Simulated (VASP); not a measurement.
# C6F in VASP: notebook

The runs below take C6F through single point, with PBE.

Program: VASP 6.6.1. These are calculated values, not measurements. Logs are shortened: lines on timing, memory, paths and dates and some standing lists are left out, and cuts for length are marked.

### 1 The cell of the first run

The cell holds a wire or tube with vacuum around it, 14 atoms: a = 4.933 Å, b = 8.872 Å, c = 22.791 Å, α = 90.00°, β = 90.00°, γ = 97.99°.

### 2 Single point, PBE

File INCAR:

```
SYSTEM = C6F
  PREC = Accurate
  ENCUT = 520
  EDIFF = 1E-6
  ISMEAR = 0
  SIGMA = 0.1
  LREAL = .False.
  LASPH = .True.
  NELM = 80
  ALGO = Normal
  ISIF = 2
  LWAVE = .False.
  LCHARG = .True.
  LDIPOL = .True.
  IDIPOL = 3
  DIPOL = 0.5 0.5 0.303
  GGA = PE
  LELF = .True.
  LVHAR = .True.
  LVACPOTAV = .True.
  NBANDS = 44
```

File KPOINTS:

```
Automatic mesh
0
Gamma
  6 3 1
  0 0 0
```

File POSCAR:

```
C6F
1.0
    4.9326910638      0.0000000000      0.0000000000
   -1.2331727660      8.7858796651      0.0000000000
    0.0000000000      0.0000000000     22.7907133841
C F
12 2
Direct
    0.0197005045      0.0788020181      0.1755100831
    0.5197005045      0.0788020181      0.1755100831
    0.2746256306      0.0985025226      0.2058124647
    0.7746256306      0.0985025226      0.2058124647
    0.2844758829      0.1379035317      0.2664172279
    0.7844758829      0.1379035317      0.2664172279
    0.0392967069      0.1571967486      0.2959398808
    0.5392967069      0.1571967486      0.2959398808
    0.0496769807      0.1987213712      0.3592739175
    0.5496769807      0.1987213712      0.3592739175
    0.3040736564      0.2163109051      0.3857147091
    0.8040736564      0.2163109051      0.3857147091
    0.3040736564      0.0474087545      0.4348575324
    0.3040736564      0.3852130558      0.4348575324
```

Potentials or basis: VASP PAW PBE potentials, release 64 (C, F).

On the command line:

```sh
cat potpaw_PBE.64/C/POTCAR potpaw_PBE.64/F/POTCAR > POTCAR
mpirun -np 1 vasp_std > vasp.out
```

OUTCAR:

```text
SYSTEM = C6F
   PREC = Accurate
   ENCUT = 520
   EDIFF = 1E-6
   ISMEAR = 0
   LREAL = .False.
   LASPH = .True.
   NELM = 80
   ISIF = 2
   GGA = PE

 ion  position               nearest neighbor table
   1  0.020  0.079  0.176-   3 1.42   4 1.42
   2  0.520  0.079  0.176-   4 1.42   3 1.42
   3  0.275  0.099  0.206-   1 1.42   5 1.42   2 1.42
   4  0.775  0.099  0.206-   2 1.42   6 1.42   1 1.42
   5  0.284  0.138  0.266-   8 1.41   7 1.41   3 1.42
   6  0.784  0.138  0.266-   7 1.41   8 1.41   4 1.42
   7  0.039  0.157  0.296-   6 1.41   5 1.41   9 1.49
   8  0.539  0.157  0.296-   5 1.41   6 1.41  10 1.49
   9  0.050  0.199  0.359-  11 1.38  12 1.38   7 1.49
  10  0.550  0.199  0.359-  12 1.38  11 1.38   8 1.49
  11  0.304  0.216  0.386-   9 1.38  10 1.38  13 1.87  14 1.87
  12  0.804  0.216  0.386-  10 1.38   9 1.38
  13  0.304  0.047  0.435-  11 1.87
  14  0.304  0.385  0.435-  11 1.87

  LATTYP: Found a simple monoclinic cell.
 ALAT       =     4.9326910638
 B/A-ratio  =     4.6203407206
 C/A-ratio  =     1.7986126828
 COS(beta)  =    -0.1389960175

  Lattice vectors:

 A1 = (   4.9326910638,   0.0000000000,   0.0000000000)
 A2 = (   0.0000000000,   0.0000000000, -22.7907133841)
 A3 = (  -1.2331727660,   8.7858796651,   0.0000000000)

Analysis of symmetry for initial positions (statically):
=====================================================================
 Subroutine PRICEL returns:
 Original cell was already a primitive cell.

 Routine SETGRP: Setting up the symmetry group for a
 simple monoclinic supercell.

 Subroutine GETGRP returns: Found  1 space group operations
 (whereof  1 operations were pure point group operations)
 out of a pool of  4 trial point group operations.

The static configuration has the point symmetry C_1 .

Analysis of symmetry for dynamics (positions and initial velocities):
=====================================================================
 Subroutine PRICEL returns:
 Original cell was already a primitive cell.

 Routine SETGRP: Setting up the symmetry group for a
 simple monoclinic supercell.

 Subroutine GETGRP returns: Found  1 space group operations
 (whereof  1 operations were pure point group operations)
 out of a pool of  4 trial point group operations.

The dynamic configuration has the point symmetry C_1 .

 Subroutine INISYM returns: Found  1 space group operations
 (whereof  1 operations are pure point group operations),
 and found     1 'primitive' translations

----------------------------------------------------------------------------------------

                                     Primitive cell

  volume of cell :     987.7046

  direct lattice vectors                    reciprocal lattice vectors
     4.932691064  0.000000000  0.000000000     0.202729096  0.028454749  0.000000000
    -1.233172766  8.785879665  0.000000000     0.000000000  0.113818996  0.000000000
     0.000000000  0.000000000 22.790713384     0.000000000  0.000000000  0.043877521

  length of vectors
     4.932691064  8.872000708 22.790713384     0.204716289  0.113818996  0.043877521

  position of ions in fractional coordinates (direct lattice)
     0.019700505  0.078802018  0.175510083
     0.519700505  0.078802018  0.175510083
     0.274625631  0.098502523  0.205812465
     0.774625631  0.098502523  0.205812465
     0.284475883  0.137903532  0.266417228
     0.784475883  0.137903532  0.266417228
     0.039296707  0.157196749  0.295939881
     0.539296707  0.157196749  0.295939881
     0.049676981  0.198721371  0.359273917
     0.549676981  0.198721371  0.359273917
     0.304073656  0.216310905  0.385714709
     0.804073656  0.216310905  0.385714709
     0.304073656  0.047408754  0.434857532
     0.304073656  0.385213056  0.434857532

  ion indices of the primitive-cell ions
   primitive index   ion index
                 1           1
                 2           2
                 3           3
                 4           4
                 5           5
                 6           6
                 7           7
                 8           8
                 9           9
                10          10
                11          11
                12          12
                13          13
                14          14

----------------------------------------------------------------------------------------

 KPOINTS: Automatic mesh

Automatic generation of k-mesh.
 Grid dimensions read from file:
 generate k-points for:    6    3    1

 Generating k-lattice:

  Cartesian coordinates                     Fractional coordinates (reciprocal lattice)
     0.033788183  0.004742458  0.000000000     0.166666667  0.000000000  0.000000000
     0.000000000  0.037939665  0.000000000     0.000000000  0.333333333  0.000000000
     0.000000000  0.000000000  0.043877521     0.000000000  0.000000000  1.000000000

  Length of vectors
     0.034119382  0.037939665  0.043877521

  Shift w.r.t. Gamma in fractional coordinates (k-lattice)
     0.000000000  0.000000000  0.000000000

 Subroutine IBZKPT returns following result:
 ===========================================

 Found     10 irreducible k-points:

 Following reciprocal coordinates:
            Coordinates               Weight
  0.000000  0.000000  0.000000      1.000000
  0.166667  0.000000  0.000000      2.000000
  0.333333  0.000000  0.000000      2.000000
  0.500000  0.000000  0.000000      1.000000
  0.000000  0.333333  0.000000      2.000000
  0.166667  0.333333  0.000000      2.000000
  0.333333  0.333333  0.000000      2.000000
  0.500000  0.333333  0.000000      2.000000
 -0.333333  0.333333  0.000000      2.000000
 -0.166667  0.333333  0.000000      2.000000
   k-points           NKPTS =     10   k-points in BZ     NKDIM =     10   number of bands    NBANDS=     44
   number of dos      NEDOS =    301   number of ions     NIONS =     14
   total plane-waves  NPLWV = 504000
   dimension x,y,z NGX =    40 NGY =   70 NGZ =  180
   dimension x,y,z NGXF=    80 NGYF=  140 NGZF=  360
   ions per type =              12   2
   NGX,Y,Z   is equivalent  to a cutoff of  13.48, 13.12, 13.13 a.u.
   NGXF,Y,Z  is equivalent  to a cutoff of  26.96, 26.23, 26.26 a.u.
 SYSTEM =  C6F
   PREC   = accura    normal or accurate (medium, high low for compatibility)
   ISTART =      0    job   : 0-new  1-cont  2-samecut
   ICHARG =      2    charge: 1-file 2-atom 10-const
   ISPIN  =      1    spin polarized calculation?
   LNONCOLLINEAR =      F non collinear calculations
   LSORBIT =      F    spin-orbit coupling
   LASPH  =      T    aspherical Exc in radial PAW
   ENCUT  =  520.0 eV  38.22 Ry    6.18 a.u.   9.17 16.50 42.38*2*pi/ulx,y,z
   NELM   =     80;   NELMIN=  2; NELMDL= -5     # of ELM steps
   EDIFF  = 0.1E-05   stopping-criterion for ELM
   LREAL  =      F    real-space projection
   EDIFFG = 0.1E-04   stopping-criterion for IOM
   NSW    =      0    number of steps for IOM
   IBRION =     -1    ionic relax: 0-MD 1-quasi-New 2-CG
   NFREE  =      0    steps in history (QN), initial steepest desc. (CG)
   ISIF   =      2    stress and relaxation
   ISYM   =      2    0-nonsym 1-usesym 2-fastsym
   POTIM  = 0.5000    time-step for ionic-motion
   TEBEG  =    0.0;   TEEND  =   0.0 temperature during run
   PSTRESS=    0.0 pullay stress
   NELECT =      62.0000    total number of electrons
   NUPDOWN=      -1.0000    fix difference up-down
   EMIN   =  10.00;   EMAX   =-10.00  energy-range for DOS
   EFERMI =   0.00;   METHOD = LEGACY
   ISMEAR =     0;   SIGMA  =   0.10  broadening in eV -4-tet -1-fermi 0-gaus
   EFERMI_NEDOS =   21; number of points for ismear=-14 and -15
   IALGO  =     38    algorithm
   IMIX   =      4    mixing-type and parameters
     AMIX     =   0.40;   BMIX     =  1.00
     AMIX_MAG =   1.60;   BMIX_MAG =  1.00
  volume/ion in A,a.u.               =      70.55       476.10
  Fermi-wavevector in a.u.,A,eV,Ry     =   0.650623  1.229500  5.759494  0.423311
  Thomas-Fermi vector in A             =   1.719962
   LORBIT       =      0    0 simple, 1 ext, 2 COOP (PROOUT), +10 PAW based schemes
   GGA     = PE    functional components
   LHFCALC =     F    Hartree Fock is set to
   AEXX    =    0.0000 exact exchange contribution
   IVDW    =     0    specifies the selected vdW correction
   LEPSILON=     F    determine dielectric tensor
   LRPA    =     F    only Hartree local field effects (RPA)
 non-spin polarized calculation
 Gauss-broadening in eV      SIGMA  =   0.10
  energy-cutoff  :      520.00
  volume of cell :      987.70
 maximum number of plane-waves:     26638
 NGX is ok and might be reduce to    40
   NGX = 19   NGY = 33   NGZ = 85

 number of electron      61.9999997 magnetization

 dipolmoment           0.000000      0.000000      0.511440 electrons x Angstroem

 Free energy of the ion-electron system (eV)
  ---------------------------------------------------
  ext. energy  EPLUGINS =         0.00000000
  ---------------------------------------------------
  free energy    TOTEN  =      -104.90570716 eV

  energy without entropy =     -104.85211702  energy(sigma->0) =     -104.87891209

 E-fermi :  -5.8239     XC(G=0):  -2.0327

 val. band max:       -5.8298939682   @ k =   0.3333   0.3333   0.0000
 cond. band min:      -5.7675254160   @ k =   0.3333   0.3333   0.0000
 fundamental gap:      0.0623685523
 Fermi energy:        -5.8239002346

 k-point     1 :       0.0000    0.0000    0.0000
  band No.  band energies     occupation
      1     -26.7906      2.00000
      2     -26.5121      2.00000
      3     -24.4015      2.00000
      4     -22.7877      2.00000
      5     -20.4666      2.00000
      6     -20.2815      2.00000
[... 35 lines left out ...]
     42       1.0712      0.00000
     43       1.5029      0.00000

 k-point     2 :       0.1667    0.0000    0.0000
  band No.  band energies     occupation
      1     -26.7881      2.00000
      2     -26.5117      2.00000
      3     -24.2833      2.00000
      4     -22.6763      2.00000
      5     -21.4685      2.00000
      6     -20.3625      2.00000
[... 35 lines left out ...]
     42       1.1729      0.00000
     43       1.5785      0.00000

 k-point     3 :       0.3333    0.0000    0.0000
  band No.  band energies     occupation
      1     -26.7830      2.00000
      2     -26.5110      2.00000
      3     -23.9288      2.00000
      4     -22.5184      2.00000
      5     -22.3312      2.00000
      6     -20.9943      2.00000
[... 35 lines left out ...]
     42       1.6008      0.00000
     43       1.7802      0.00000

 k-point     4 :       0.5000    0.0000    0.0000
  band No.  band energies     occupation
      1     -26.7805      2.00000
      2     -26.5106      2.00000
      3     -23.3877      2.00000
      4     -23.2835      2.00000
      5     -21.8548      2.00000
      6     -21.6923      2.00000
[... 219 lines left out ...]
     42       1.7690      0.00000
     43       1.9064      0.00000

 k-point     9 :      -0.3333    0.3333    0.0000
  band No.  band energies     occupation
      1     -26.7830      2.00000
      2     -26.5110      2.00000
      3     -23.9288      2.00000
      4     -22.5185      2.00000
      5     -22.3312      2.00000
      6     -20.9943      2.00000
[... 35 lines left out ...]
     42       1.3152      0.00000
     43       1.7426      0.00000

 k-point    10 :      -0.1667    0.3333    0.0000
  band No.  band energies     occupation
      1     -26.7881      2.00000
      2     -26.5117      2.00000
      3     -24.2833      2.00000
      4     -22.6763      2.00000
      5     -21.4685      2.00000
      6     -20.3625      2.00000
[... 35 lines left out ...]
     42       1.2030      0.00000
     43       1.3695      0.00000
 [bands above 43 left out]

------------------------ aborting loop because EDIFF is reached ----------------------------------------

  FORCE on cell =-STRESS in cart. coord.  units (eV):
  Direction    XX          YY          ZZ          XY          YZ          ZX
  --------------------------------------------------------------------------------------
  -------------------------------------------------------------------------------------
  Total        2.5813389     -8.8583274     -5.6021512      1.8480773     -1.6032035      0.0540650
  in kB        4.1872465    -14.3692871     -9.0873724      2.9978068     -2.6005916      0.0877000
  external PRESSURE =      -6.4231377 kB  Pullay stress =       0.0000000 kB

 VOLUME and BASIS-vectors are now :
 -----------------------------------------------------------------------------
  energy-cutoff  :      520.00
  volume of cell :      987.70
      direct lattice vectors                 reciprocal lattice vectors
     4.932691064  0.000000000  0.000000000     0.202729096  0.028454749  0.000000000
    -1.233172766  8.785879665  0.000000000     0.000000000  0.113818996  0.000000000
     0.000000000  0.000000000 22.790713384     0.000000000  0.000000000  0.043877521

 POSITION                                       TOTAL-FORCE (eV/Angst)
 -----------------------------------------------------------------------------------
     -0.00000      0.69235      4.00000        -0.127916      0.464910      1.757433
      2.46635      0.69235      4.00000         0.124752      0.423720      1.755372
      1.23317      0.86543      4.69061         0.000854     -0.808331     -3.163755
      3.69952      0.86543      4.69061         0.001648     -0.690505     -2.773623
      1.23317      1.21160      6.07184        -0.025981      0.311799      1.185473
      3.69952      1.21160      6.07184         0.024864      0.231667      1.083472
     -0.00001      1.38111      6.74468        -0.287575      0.216475      1.000893
      2.46633      1.38111      6.74468         0.283745      0.306169      1.027011
     -0.00002      1.74594      8.18811        -1.937227     -0.190616     -1.160747
      2.46633      1.74594      8.18811         2.040685      0.288597     -1.265801
      1.23315      1.90048      8.79071        -0.266829      0.361676      5.194548
      3.69950      1.90048      8.79071         0.073807     -0.130021     -0.965088
      1.44144      0.41653      9.91071        -0.580305      2.519324     -1.399986
      1.02487      3.38444      9.91071         0.675478     -3.304862     -2.275201
 -----------------------------------------------------------------------------------
    total drift:                                0.002156      0.000835      0.000374

  FREE ENERGIE OF THE ION-ELECTRON SYSTEM (eV)
  ---------------------------------------------------
  free  energy   TOTEN  =      -104.9057071648 eV

  energy  without entropy=     -104.8521170159  energy(sigma->0) =     -104.87891209

 vacuum level on the upper side and lower side of the slab         2.585         0.450
```

Run time: 35 min. Hardware: 1 thread of Intel Xeon 8259CL, shared host; peak memory 1.1 GiB.

Results:

- Free energy: -104.9057 eV
- Largest force: 5.214 eV/Å
- Band gap on the k mesh: zero (bands 31 and 32 overlap by 0.02 eV)

Forces on the atoms (eV/Å):
```
C   -0.128  0.465  1.757
C    0.125  0.424  1.755
C    0.001 -0.808 -3.164
C    0.002 -0.691 -2.774
C   -0.026  0.312  1.185
C    0.025  0.232  1.083
C   -0.288  0.216  1.001
C    0.284  0.306  1.027
C   -1.937 -0.191 -1.161
C    2.041  0.289 -1.266
C   -0.267  0.362  5.195
C    0.074 -0.130 -0.965
F   -0.580  2.519 -1.400
F    0.675 -3.305 -2.275
```

Levels at points of the mesh, in eV from the Fermi level:
```
           k point  band 27  band 28  band 29  band 30  band 31  band 32  band 33  band 34  band 35  band 36
(0.00, 0.00, 0.00)    -1.66    -1.49    -1.26    -0.32    -0.29     0.34     0.98     1.68     2.21     2.70
(0.50, 0.00, 0.00)    -1.69    -1.58    -1.14    -0.33    -0.06    -0.03     0.09     2.29     3.13     3.40
```

(Continued in part 2 of 2.)

The gap in the log of VASP goes by the Fermi energy; the results here count the filled bands.